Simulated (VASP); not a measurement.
# CdS: single point with PBE

CdS:

```
Cd S
1.0
     0.00000    2.91000    2.91000
     2.91000    0.00000    2.91000
     2.91000    2.91000    0.00000
Cd S
1 1
Direct
  0.00000 0.00000 0.00000
  0.75000 0.75000 0.75000
```

```
Program             : VASP 6.6.1
Task                : single point
Functional          : PBE
Potentials or basis : VASP PAW PBE potentials, release 64 (Cd, S)
Cutoff              : 520 eV
k mesh              : 9 × 9 × 9
Occupations         : methfessel-paxton, width 0.025 eV
Spin                : collinear spin
Starting moments    : [1.0, 3.0] μB
```

- Pressure: 3.7 GPa
- Band gap on the k mesh: 1.16 eV
- Net moment: 0.00 μB per cell
- Valence electrons inside the program's atomic spheres: Cd 10.32; S 3.73

Levels at points of the mesh, in eV from the valence-band top:
Spin up:
| k point | band 6 | band 7 | band 8 | band 9 | band 10 | band 11 | band 12 | band 13 |
| --- | --- | --- | --- | --- | --- | --- | --- | --- |
| (0.00, 0.00, 0.00) | -7.26 | 0.00 | 0.00 | 0.00 | 1.16 | 6.55 | 6.55 | 6.55 |
Spin down:
```tsv
k point	band 5	band 6	band 7	band 8	band 9	band 10	band 11	band 12	band 13	band 14
(0.00, 0.00, 0.00)	-7.26	-7.26	0.00	0.00	0.00	1.16	6.55	6.55	6.55	11.48
```

Run time: 94 s on 1 thread of Intel Xeon 8259CL, with other jobs on the host, peak memory 0.23 GiB.

Caveat: the cell stands under pressure. Expect the measured gap to be larger: semilocal functionals such as PBE lack the derivative discontinuity.
